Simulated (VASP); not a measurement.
Write the native input for VASP 6.6.1 that does the following.

- Task: single point
- Functional: PBE
- Potentials or basis: VASP PAW PBE potentials, release 64 (S)
- Cutoff: 520 eV
- k mesh: 6 × 6 × 1
- Occupations: gaussian, width 0.1 eV
- Spin: no spin polarisation
- Dipole correction: yes
- Further INCAR settings: ALGO = Normal; EDIFF = 1e-06; NBANDS = 23

The structure of S lies in POSCAR:

```
S
1.0
    6.4887951933     -3.7463076516      0.0000000000
    0.0000000000      7.4926153031      0.0000000000
    0.0000000000      0.0000000000     23.8000000000
S
5
Direct
    0.0000000000      0.6666666667      0.2941176471
    0.6666666667      0.0000000000      0.2941176471
   -0.1667084373      0.3333333333      0.2941176471
    0.8333751040      0.8333751040      0.2941176471
    0.3333333333     -0.1667084373      0.2941176471
```

The input as run:

INCAR

```
SYSTEM = S
  PREC = Accurate
  ENCUT = 520
  EDIFF = 1E-6
  ISMEAR = 0
  SIGMA = 0.1
  LREAL = .False.
  LASPH = .True.
  NELM = 100
  ALGO = Normal
  ISIF = 2
  LWAVE = .False.
  LCHARG = .False.
  LDIPOL = .True.
  IDIPOL = 3
  DIPOL = 0.5 0.5 0.294
  GGA = PE
  NBANDS = 23
```

KPOINTS

```
Automatic mesh
0
Gamma
  6 6 1
  0 0 0
```

Potentials or basis: VASP PAW PBE potentials, release 64 (S).

The run is started by

```console
$ cat potpaw_PBE.64/S/POTCAR > POTCAR
$ mpirun -np 1 vasp_std > vasp.out
```

It gave:

```
Band gap on the k mesh : zero (bands 15 and 16 overlap by 0.83 eV)
```

It took 9.8 min on 1 thread of Intel(R) Xeon(R) Platinum 8375C CPU @ 2.90GHz (Ice Lake), on a shared host, peak memory 1 GiB.
